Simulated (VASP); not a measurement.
# MnSb4 (P4/mmm) in VASP: notebook

MnSb4 is run at these levels: LDA+U; tasks: single point.

Everything below comes from runs of VASP 6.6.1. Logs are shortened: lines on timing, memory, paths and dates and some standing lists are left out, and cuts for length are marked.

## (1) The cell of the first run

It takes space group P4/mmm (No. 123, tetragonal). Conventional cell: a = 3.080 Å, b = 3.080 Å, c = 14.994 Å, α = 90.00°, β = 90.00°, γ = 90.00°. Within 3.6 Å of Sb (site symmetry 4mm) lie 1 Mn at 2.70 Å and 5 Sb at 3.08 to 3.29 Å. Sb (site symmetry 4mm) has 6 Sb at 3.02 to 3.29 Å within 4.0 Å. Mn (site symmetry 4/mmm) has 2 Sb at 2.70 Å and 4 Mn at 3.08 Å within 3.6 Å.

## (2) Single point, LDA+U, collinear spin, ferromagnetic start

INCAR reads:

```
SYSTEM = MnSb4
ALGO     = Normal         ! electronic algorithm
EDIFF    = 1E-6           ! SCF threshold, eV
ENCUT    = 520            ! plane-wave cutoff, eV
ISIF     = 2              ! what is computed and relaxed
ISMEAR   = -1             ! smearing method
ISPIN    = 2              ! spin polarisation
LASPH    = .TRUE.         ! aspherical terms in the spheres
LCHARG   = .FALSE.        ! write CHGCAR
LDAU     = .TRUE.         ! DFT+U
LDAUJ    = 0 0          
LDAUL    = -1 2           ! shell
LDAUPRINT= 1            
LDAUTYPE = 2            
LDAUU    = 0 6            ! U, eV
LMAXMIX  = 4              ! l up to which the mixer works
LORBIT   = 11             ! projections on sites
LREAL    = .FALSE.        ! projectors in reciprocal space
LWAVE    = .FALSE.        ! write WAVECAR
MAGMOM   = 0 0 0 0 4      ! initial moments
NBANDS   = 28             ! bands
NELM     = 150            ! most SCF steps
PREC     = Accurate       ! precision mode
SIGMA    = 0.05           ! smearing width, eV
```

KPOINTS reads:

```
k-points
0
G
  9 9 2
  0 0 0
```

POSCAR reads:

```
MnSb4
1.0
    3.0805000000      0.0000000000      0.0000000000
    0.0000000000      3.0805000000      0.0000000000
    0.0000000000      0.0000000000     14.9942030000
Sb Mn
4 1
Direct
    0.0000000000      0.0000000000      0.8196820000
    0.0000000000      0.0000000000      0.6005510000
    0.0000000000      0.0000000000      0.3994490000
    0.0000000000      0.0000000000      0.1803180000
    0.0000000000      0.0000000000      0.0000000000
```

Potentials or basis: VASP PAW LDA potentials, release 64 (Sb, Mn_pv).

Command:

```bash
$ cat potpaw_LDA.64/Sb/POTCAR potpaw_LDA.64/Mn_pv/POTCAR > POTCAR
$ mpirun -np 1 vasp_std > vasp.out
```

OUTCAR:

```text
SYSTEM = MnSb4
   EDIFF = 1E-6
   ENCUT = 520
   ISIF = 2
   ISMEAR = -1
   ISPIN = 2
   LASPH = .TRUE.
   LORBIT = 11
   LREAL = .FALSE.
   NELM = 150
   PREC = Accurate

 ion  position               nearest neighbor table
   1  0.000  0.000  0.820-   5 2.70   2 3.29
   2  0.000  0.000  0.601-   3 3.02   1 3.29
   3  0.000  0.000  0.399-   2 3.02   4 3.29
   4  0.000  0.000  0.180-   5 2.70   3 3.29
   5  0.000  0.000  0.000-   1 2.70   4 2.70

  LATTYP: Found a simple tetragonal cell.
 ALAT       =     3.0805000000
 C/A-ratio  =     4.8674575556

  Lattice vectors:

 A1 = (   3.0805000000,   0.0000000000,   0.0000000000)
 A2 = (   0.0000000000,   3.0805000000,   0.0000000000)
 A3 = (   0.0000000000,   0.0000000000,  14.9942030000)

Analysis of symmetry for initial positions (statically):
=====================================================================
 Subroutine PRICEL returns:
 Original cell was already a primitive cell.

 Routine SETGRP: Setting up the symmetry group for a
 simple tetragonal supercell.

 Subroutine GETGRP returns: Found 16 space group operations
 (whereof 16 operations were pure point group operations)
 out of a pool of 16 trial point group operations.

The static configuration has the point symmetry D_4h.

Analysis of symmetry for dynamics (positions and initial velocities):
=====================================================================
 Subroutine PRICEL returns:
 Original cell was already a primitive cell.

 Routine SETGRP: Setting up the symmetry group for a
 simple tetragonal supercell.

 Subroutine GETGRP returns: Found 16 space group operations
 (whereof 16 operations were pure point group operations)
 out of a pool of 16 trial point group operations.

The dynamic configuration has the point symmetry D_4h.

Analysis of structural, dynamic, and magnetic symmetry:
=====================================================================
 Subroutine PRICEL returns:
 Original cell was already a primitive cell.

 Routine SETGRP: Setting up the symmetry group for a
 simple tetragonal supercell.

 Subroutine GETGRP returns: Found 16 space group operations
 (whereof 16 operations were pure point group operations)
 out of a pool of 16 trial point group operations.

The overall configuration has the point symmetry D_4h.

 Subroutine INISYM returns: Found 16 space group operations
 (whereof 16 operations are pure point group operations),
 and found     1 'primitive' translations

----------------------------------------------------------------------------------------

                                     Primitive cell

  volume of cell :     142.2872

  direct lattice vectors                    reciprocal lattice vectors
     3.080500000  0.000000000  0.000000000     0.324622626  0.000000000  0.000000000
     0.000000000  3.080500000  0.000000000     0.000000000  0.324622626  0.000000000
     0.000000000  0.000000000 14.994203000     0.000000000  0.000000000  0.066692441

  length of vectors
     3.080500000  3.080500000 14.994203000     0.324622626  0.324622626  0.066692441

  position of ions in fractional coordinates (direct lattice)
     0.000000000  0.000000000  0.819682000
     0.000000000  0.000000000  0.600551000
     0.000000000  0.000000000  0.399449000
     0.000000000  0.000000000  0.180318000
     0.000000000  0.000000000  0.000000000

  ion indices of the primitive-cell ions
   primitive index   ion index
                 1           1
                 2           2
                 3           3
                 4           4
                 5           5

----------------------------------------------------------------------------------------

 KPOINTS: k-points

Automatic generation of k-mesh.
 Grid dimensions read from file:
 generate k-points for:    9    9    2

 Generating k-lattice:

  Cartesian coordinates                     Fractional coordinates (reciprocal lattice)
     0.036069181  0.000000000  0.000000000     0.111111111  0.000000000  0.000000000
     0.000000000  0.036069181  0.000000000     0.000000000  0.111111111  0.000000000
[... 47 lines left out ...]
   NGXF,Y,Z  is equivalent  to a cutoff of  25.90, 25.90, 24.84 a.u.
 SYSTEM =  MnSb4
   PREC   = accura    normal or accurate (medium, high low for compatibility)
   ISTART =      0    job   : 0-new  1-cont  2-samecut
   ICHARG =      2    charge: 1-file 2-atom 10-const
   ISPIN  =      2    spin polarized calculation?
   LNONCOLLINEAR =      F non collinear calculations
   LSORBIT =      F    spin-orbit coupling
   LASPH  =      T    aspherical Exc in radial PAW
   ENCUT  =  520.0 eV  38.22 Ry    6.18 a.u.   5.73  5.73 27.88*2*pi/ulx,y,z
   NELM   =    150;   NELMIN=  2; NELMDL= -5     # of ELM steps
   EDIFF  = 0.1E-05   stopping-criterion for ELM
   LREAL  =      F    real-space projection
   EDIFFG = 0.1E-04   stopping-criterion for IOM
   NSW    =      0    number of steps for IOM
   IBRION =     -1    ionic relax: 0-MD 1-quasi-New 2-CG
   NFREE  =      0    steps in history (QN), initial steepest desc. (CG)
   ISIF   =      2    stress and relaxation
   ISYM   =      2    0-nonsym 1-usesym 2-fastsym
   POTIM  = 0.5000    time-step for ionic-motion
   TEBEG  =    0.0;   TEEND  =   0.0 temperature during run
   PSTRESS=    0.0 pullay stress
   NELECT =      33.0000    total number of electrons
   NUPDOWN=      -1.0000    fix difference up-down
   EMIN   =  10.00;   EMAX   =-10.00  energy-range for DOS
   EFERMI =   0.00;   METHOD = LEGACY
   ISMEAR =    -1;   SIGMA  =   0.05  broadening in eV -4-tet -1-fermi 0-gaus
   EFERMI_NEDOS =   21; number of points for ismear=-14 and -15
   IALGO  =     38    algorithm
   IMIX   =      4    mixing-type and parameters
     AMIX     =   0.40;   BMIX     =  1.00
     AMIX_MAG =   1.60;   BMIX_MAG =  1.00
  volume/ion in A,a.u.               =      28.46       192.04
  Fermi-wavevector in a.u.,A,eV,Ry     =   1.005829  1.900741 13.764908  1.011692
  Thomas-Fermi vector in A             =   2.138533
   LORBIT       =     11    0 simple, 1 ext, 2 COOP (PROOUT), +10 PAW based schemes
 LDA+U is selected, type is set to LDAUTYPE =  2
   angular momentum for each species LDAUL =    -1    2
   U (eV)           for each species LDAUU =   0.0  6.0
   J (eV)           for each species LDAUJ =   0.0  0.0
   GGA     = CA    functional components
   LHFCALC =     F    Hartree Fock is set to
   AEXX    =    0.0000 exact exchange contribution
   IVDW    =     0    specifies the selected vdW correction
   LEPSILON=     F    determine dielectric tensor
   LRPA    =     F    only Hartree local field effects (RPA)
 spin polarized calculation
  energy-cutoff  :      520.00
  volume of cell :      142.29
 maximum number of plane-waves:      3866
 NGX is ok and might be reduce to    24
   NGX = 11   NGY = 11   NGZ = 55

atom =   5  type =  2  l = 2

 onsite density matrix

spin component  1

  0.9356 -0.0000  0.0000 -0.0000  0.0000
 -0.0000  0.9343 -0.0000  0.0000  0.0000
  0.0000 -0.0000  0.9191 -0.0000  0.0000
 -0.0000  0.0000 -0.0000  0.9343  0.0000
  0.0000  0.0000  0.0000  0.0000  0.9312

spin component  2

  0.0085 -0.0000  0.0000 -0.0000  0.0000
 -0.0000  0.0212  0.0000  0.0000  0.0000
  0.0000  0.0000  0.1228  0.0000 -0.0000
 -0.0000  0.0000  0.0000  0.0212 -0.0000
  0.0000  0.0000 -0.0000 -0.0000  0.0141

 occupancies and eigenvectors

  o =  0.0085  v =  0.0000  0.0000  0.0000  0.0000  0.0000  1.0000  0.0000 -0.0000  0.0000 -0.0000      0.0000  0.0000  0.0000  0.0000  0.0000  0.0000  0.0000  0.0000  0.0000  0.0000
  o =  0.0141  v =  0.0000  0.0000  0.0000  0.0000  0.0000  0.0000 -0.0000  0.0000 -0.0000  1.0000      0.0000  0.0000  0.0000  0.0000  0.0000  0.0000  0.0000  0.0000  0.0000  0.0000
  o =  0.0212  v =  0.0000  0.0000  0.0000  0.0000  0.0000 -0.0000  1.0000 -0.0000  0.0042  0.0000      0.0000  0.0000  0.0000  0.0000  0.0000  0.0000  0.0000  0.0000  0.0000  0.0000
  o =  0.0212  v =  0.0000  0.0000  0.0000  0.0000  0.0000 -0.0000 -0.0042  0.0000  1.0000  0.0000      0.0000  0.0000  0.0000  0.0000  0.0000  0.0000  0.0000  0.0000  0.0000  0.0000
  o =  0.1228  v =  0.0000  0.0000  0.0000  0.0000  0.0000 -0.0000  0.0000  1.0000 -0.0000 -0.0000      0.0000  0.0000  0.0000  0.0000  0.0000  0.0000  0.0000  0.0000  0.0000  0.0000
  o =  0.9191  v =  0.0000  0.0000  1.0000  0.0000 -0.0000  0.0000  0.0000  0.0000  0.0000  0.0000      0.0000  0.0000  0.0000  0.0000  0.0000  0.0000  0.0000  0.0000  0.0000  0.0000
  o =  0.9312  v =  0.0000 -0.0000  0.0000 -0.0000  1.0000  0.0000  0.0000  0.0000  0.0000  0.0000      0.0000  0.0000  0.0000  0.0000  0.0000  0.0000  0.0000  0.0000  0.0000  0.0000
  o =  0.9343  v =  0.0000  0.0461  0.0000 -0.9989  0.0000  0.0000  0.0000  0.0000  0.0000  0.0000      0.0000  0.0000  0.0000  0.0000  0.0000  0.0000  0.0000  0.0000  0.0000  0.0000
  o =  0.9343  v =  0.0000  0.9989 -0.0000  0.0461  0.0000  0.0000  0.0000  0.0000  0.0000  0.0000      0.0000  0.0000  0.0000  0.0000  0.0000  0.0000  0.0000  0.0000  0.0000  0.0000
  o =  0.9356  v =  1.0000  0.0000  0.0000  0.0000  0.0000  0.0000  0.0000  0.0000  0.0000  0.0000      0.0000  0.0000  0.0000  0.0000  0.0000  0.0000  0.0000  0.0000  0.0000  0.0000

 number of electron      33.0000000 magnetization       4.7859117

 Free energy of the ion-electron system (eV)
  ---------------------------------------------------
  ext. energy  EPLUGINS =         0.00000000
  ---------------------------------------------------
  free energy    TOTEN  =       -24.64670122 eV

  energy without entropy =      -24.62277742  energy(sigma->0) =      -24.63473932

 E-fermi :   6.6066     XC(G=0):  -9.8391

 val. band max:        6.6003795842   @ k =   0.4444   0.1111   0.5000
 cond. band min:       6.6178452582   @ k =   0.4444   0.0000   0.5000
 fundamental gap:      0.0174656741
 Fermi energy:         6.6065986523

 spin component 1

 k-point     1 :       0.0000    0.0000    0.0000
  band No.  band energies     occupation
      1     -44.4682      1.00000
      2     -44.4682      1.00000
      3     -44.3037      1.00000
      4      -5.7172      1.00000
      5      -5.0637      1.00000
      6      -4.8782      1.00000
[... 1481 lines left out ...]
     27      12.0434      0.00000
     28      13.0379      0.00000

 [... further k-points ...]

------------------------ aborting loop because EDIFF is reached ----------------------------------------

  FORCE on cell =-STRESS in cart. coord.  units (eV):
  Direction    XX          YY          ZZ          XY          YZ          ZX
  --------------------------------------------------------------------------------------
  -------------------------------------------------------------------------------------
  Total       -1.5763751     -1.5763751     -1.1552983      0.0000000      0.0000000      0.0000000
  in kB      -17.7502445    -17.7502445    -13.0088497      0.0000000      0.0000000      0.0000000
  external PRESSURE =     -16.1697796 kB  Pullay stress =       0.0000000 kB

 VOLUME and BASIS-vectors are now :
 -----------------------------------------------------------------------------
  energy-cutoff  :      520.00
  volume of cell :      142.29
      direct lattice vectors                 reciprocal lattice vectors
     3.080500000  0.000000000  0.000000000     0.324622626  0.000000000  0.000000000
     0.000000000  3.080500000  0.000000000     0.000000000  0.324622626  0.000000000
     0.000000000  0.000000000 14.994203000     0.000000000  0.000000000  0.066692441

 POSITION                                       TOTAL-FORCE (eV/Angst)
 -----------------------------------------------------------------------------------
      0.00000      0.00000     12.29048         0.000000      0.000000     -0.580036
      0.00000      0.00000      9.00478        -0.000000     -0.000000      0.007039
      0.00000      0.00000      5.98942         0.000000     -0.000000     -0.007039
      0.00000      0.00000      2.70372        -0.000000      0.000000      0.580036
      0.00000      0.00000      0.00000         0.000000      0.000000      0.000000
 -----------------------------------------------------------------------------------
    total drift:                               -0.000000     -0.000000     -0.000000

  FREE ENERGIE OF THE ION-ELECTRON SYSTEM (eV)
  ---------------------------------------------------
  free  energy   TOTEN  =       -24.6467012159 eV

  energy  without entropy=      -24.6227774165  energy(sigma->0) =      -24.63473932

 total charge

# of ion       s       p       d       tot
------------------------------------------
    1        1.215   1.180   0.038   2.432
    2        1.225   1.126   0.039   2.391
    3        1.225   1.126   0.039   2.391
    4        1.215   1.180   0.038   2.432
    5        0.366   6.164   4.826  11.357
--------------------------------------------------
tot          5.246  10.777   4.979  21.003

 magnetization (x)

# of ion       s       p       d       tot
------------------------------------------
    1       -0.000  -0.018   0.002  -0.017
    2       -0.001   0.003  -0.000   0.002
    3       -0.001   0.003  -0.000   0.002
    4       -0.000  -0.018   0.002  -0.017
    5        0.039   0.036   4.456   4.530
--------------------------------------------------
tot          0.036   0.007   4.459   4.502
```

Wall time 2.7 min (1 thread of Intel Xeon Platinum 8488C (Sapphire Rapids), shared host); peak memory 0.33 GiB.

Results:

```yaml
Free_energy: -24.6467 eV
Pressure: -1.6 GPa
Largest_force: 0.580 eV/Å
Net_moment: 4.79 μB per cell
Site_moments: Sb -0.02, +0.00 (each value once); Mn +4.53 μB
Valence_electrons_inside_the_program's_atomic_spheres: Sb 2.43, 2.39 (each value once); Mn 11.36
```

Forces in eV/Å, atoms in the order of the input:
```
Sb   0.000  0.000 -0.580
Sb   0.000  0.000  0.007
Sb   0.000  0.000 -0.007
Sb   0.000  0.000  0.580
Mn   0.000  0.000  0.000
```

Levels at points of the mesh, in eV from the Fermi level:
Spin up:
| k point | band 15 | band 16 | band 17 | band 18 | band 19 | band 20 | band 21 | band 22 | band 23 | band 24 |
| --- | --- | --- | --- | --- | --- | --- | --- | --- | --- | --- |
| (0.00, 0.00, 0.00) | -3.83 | 0.59 | 1.00 | 3.50 | 3.50 | 4.13 | 4.13 | 4.29 | 4.29 | 5.01 |
| (0.00, 0.00, 0.50) | -2.25 | -1.15 | 2.59 | 3.52 | 3.52 | 3.99 | 3.99 | 4.47 | 4.47 | 4.95 |
Spin down:
```
           k point  band 11  band 12  band 13  band 14  band 15  band 16  band 17  band 18
(0.00, 0.00, 0.00)    -0.60     0.70     1.34     2.70     2.70     3.29     3.51     3.51
(0.00, 0.00, 0.50)    -1.66     0.83     1.34     2.70     2.70     3.58     3.58     3.63
```

Eigenvalues of the final occupation matrices:
```
    site  spin  trace               eigenvalues
site 5 d     1   4.65  0.92 0.93 0.93 0.93 0.94
site 5 d     2   0.19  0.01 0.01 0.02 0.02 0.12
```

Caveat: spin-orbit coupling is left out, which moves the levels of the heavy elements; a cell with one magnetic atom can't hold antiferromagnetic order, which such compounds often take; the U is typed as a test and isn't derived for this compound.

## (3) Single point, LDA+U, collinear spin, ferromagnetic start

INCAR reads:

```
PREC = Accurate
ENCUT = 520
EDIFF = 1E-6
ISMEAR = -1
SIGMA = 0.05
LREAL = F
LASPH = T
NELM = 150
ALGO = Normal
ISIF = 2
LWAVE = F
LCHARG = T
ISPIN = 2
MAGMOM = 0 0 0 0 4
LORBIT = 11
LMAXMIX = 4
LDAU = T
LDAUTYPE = 2
LDAUL = -1 2
LDAUU = 0 8
LDAUJ = 0 0
LDAUPRINT = 1
GGA = CA
LELF = T
LVHAR = T
NBANDS = 28
```

KPOINTS reads:

```
regular mesh
0
Gamma
  9 9 2
```

POSCAR is that of step 2.

Potentials or basis: VASP PAW LDA potentials, release 64 (Sb, Mn_pv).

Command:

```bash
$ cat potpaw_LDA.64/Sb/POTCAR potpaw_LDA.64/Mn_pv/POTCAR > POTCAR
$ mpirun -np 1 vasp_std > vasp.out
```

Wall time 2.9 min (1 thread of Intel Xeon Platinum 8488C (Sapphire Rapids), shared host); peak memory 0.33 GiB.

It converged, with:

* Free energy: -24.2042 eV
* Pressure: -1.1 GPa
* Largest force: 0.752 eV/Å
* Net moment: 4.95 μB per cell
* Site moments: Sb -0.02, +0.00 (each value once); Mn +4.66 μB
* Valence electrons inside the program's atomic spheres: Sb 2.43, 2.39 (each value once); Mn 11.35

Forces in eV/Å, atoms in the order of the input:
```
Sb   0.000  0.000 -0.752
Sb   0.000  0.000  0.020
Sb   0.000  0.000 -0.020
Sb   0.000  0.000  0.752
Mn   0.000  0.000  0.000
```

Stress tensor (GPa, compression positive):
```
-1.51  0.00  0.00
 0.00 -1.51  0.00
 0.00  0.00 -0.24
```

Levels at points of the mesh, in eV from the Fermi level:
Spin up:
| k point | band 17 | band 18 | band 19 | band 20 | band 21 | band 22 |
| --- | --- | --- | --- | --- | --- | --- |
| (0.00, 0.00, 0.00) | 0.88 | 3.51 | 3.51 | 4.13 | 4.13 | 4.29 |
| (0.00, 0.00, 0.50) | 2.51 | 3.53 | 3.53 | 3.99 | 3.99 | 4.47 |
Spin down:
```csv
k point,band 12,band 13,band 14,band 15,band 16,band 17
"(0.00, 0.00, 0.00)",0.70,2.03,3.24,3.24,3.52,3.52
"(0.00, 0.00, 0.50)",1.15,2.03,3.20,3.20,3.66,3.66
```

Eigenvalues of the final occupation matrices:
```
    site  spin  trace               eigenvalues
site 5 d     1   4.70  0.93 0.94 0.94 0.94 0.94
site 5 d     2   0.12  0.00 0.01 0.02 0.02 0.08
```

Caveat: spin-orbit coupling is left out, which moves the levels of the heavy elements; a cell with one magnetic atom can't hold antiferromagnetic order, which such compounds often take; the U is typed as a test and isn't derived for this compound.
